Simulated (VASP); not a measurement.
Runs of VASP 6.6.1 on Ni. The structure is that of space group P6_3/mmc (No. 194), or close to it. The cells are those of the table. This isn't the form of Ni at room conditions, which is fcc.

| spin | cell | k mesh | gap on the mesh (eV) | pressure (GPa) | moment (μB) |
| --- | --- | --- | --- | --- | --- |
| collinear, ferromagnetic start | a = 2.418, b = 2.418, c = 7.929 Å, angles 90.0, 90.0, 120.0°, 4 atoms | 17 × 17 × 5 | none | 0.0 | 2.29 |
| collinear, ferromagnetic start | a = 2.386, b = 2.386, c = 7.821 Å, angles 90.0, 90.0, 120.0°, 4 atoms | 17 × 17 × 5 | none | 11.3 | (c) |
| collinear, antiferromagnetic start | a = 2.418, b = 2.418, c = 7.929 Å, angles 90.0, 90.0, 120.0°, 4 atoms | 14 × 14 × 4 | none | -0.9 | (b) |
| collinear, ferromagnetic start | a = 2.317, b = 2.317, c = 7.598 Å, angles 90.0, 90.0, 120.0°, 4 atoms | 17 × 17 × 5 | none | 43.7 | (a) |
| collinear, ferromagnetic start | a = 2.352, b = 2.352, c = 7.711 Å, angles 90.0, 90.0, 120.0°, 4 atoms | 17 × 17 × 5 | none | 25.6 | 2.17 |

Alike in all rows: task single point; level LDA; potentials or basis VASP PAW LDA potentials, release 64 (Ni); cutoff (eV) 520; smearing fermi-dirac 0.05 eV.

**Question.** Estimate the missing entries.

**Answer.** (a) 2.12; (b) 0.00; (c) 2.22.

Caveats: the cell stands under pressure (at least some runs); the moments typed at the start vanished in this run (at least some runs).

A gap of «none» marks levels without a gap at the run's occupations.
